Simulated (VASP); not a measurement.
Runs of VASP 6.6.1 on BN. The structure is that of space group R3m (No. 160), or close to it. The cells are those of the table. 

```csv
cell,gap on the mesh (eV),pressure (GPa),largest force (eV/Å)
"a = 3.569 Å, angles 39.9°, 2 atoms",4.22,24.4,-
"a = 3.669 Å, angles 39.9°, 2 atoms",(a),1.0,-
"a = 3.718 Å, angles 39.9°, 2 atoms",(b),-7.8,0.01
"a = 3.765 Å, angles 39.9°, 2 atoms",4.06,-15.2,0.01
"a = 3.620 Å, angles 39.9°, 2 atoms",4.18,11.6,-
```

Alike in all rows: task single point; level PBEsol; potentials or basis VASP PAW PBE potentials, release 64 (B, N); no spin polarisation; k mesh 10 × 10 × 10; cutoff (eV) 520; smearing gaussian 0.01 eV.

Fill in the values left out.

(a) 4.14; (b) 4.10.

Caveats: the PAW data sets were made with another functional, which shifts forces and pressure a little.

A k mesh can miss the band edges.
